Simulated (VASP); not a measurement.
Set up this calculation in VASP 6.6.1, as the native input.

| Item | Value |
| --- | --- |
| Task | single point |
| Functional | PBE |
| Potentials or basis | VASP PAW PBE potentials, release 64 (Ru_pv) |
| Cutoff | 500 eV |
| k mesh | 8 × 8 × 8 |
| Occupations | gaussian, width 0.05 eV |
| Spin | no spin polarisation |
| Dipole correction | no |
| Further INCAR settings | ALGO = Normal; EDIFF = 1e-06; NBANDS = 13 |

The structure of Ru lies in POSCAR:

```
Ru
1.0
    0.0000000000      1.9182658903      1.9182658903
    1.9182658903      0.0000000000      1.9182658903
    1.9182658903      1.9182658903      0.0000000000
Ru
1
Direct
    0.0000000000      0.0000000000      0.0000000000
```

This isn't the form of Ru at room conditions, which is hcp.

These files were run (other wordings do the same):

INCAR

```
ALGO = Normal
EDIFF = 1E-6
ENCUT = 500
GGA = PE
GGA_COMPAT = F
ISIF = 2
ISMEAR = 0
LASPH = T
LCHARG = F
LREAL = F
LWAVE = F
NBANDS = 13
NELM = 120
PREC = Accurate
SIGMA = 0.05
```

KPOINTS

```
k-points
0
Gamma
  8 8 8
```

Potentials or basis: VASP PAW PBE potentials, release 64 (Ru_pv).

The run is started by

```bash
$ cat potpaw_PBE.64/Ru_pv/POTCAR > POTCAR
$ mpirun -np 1 vasp_std > vasp.out
```

Results of the run:

| Property | Result |
| --- | --- |
| Pressure | -6.9 GPa |
| Band gap on the k mesh | zero (bands 7 and 8 overlap by 2.94 eV) |

Caveat: the cell stands under tension; an empty level that is flat over the whole mesh can mark a ghost state of the potentials, or a narrow d or f band.

It took 2.9 s on 1 thread of Intel(R) Xeon(R) 6975P-C (Granite Rapids), on a shared host, peak memory 0.12 GiB.
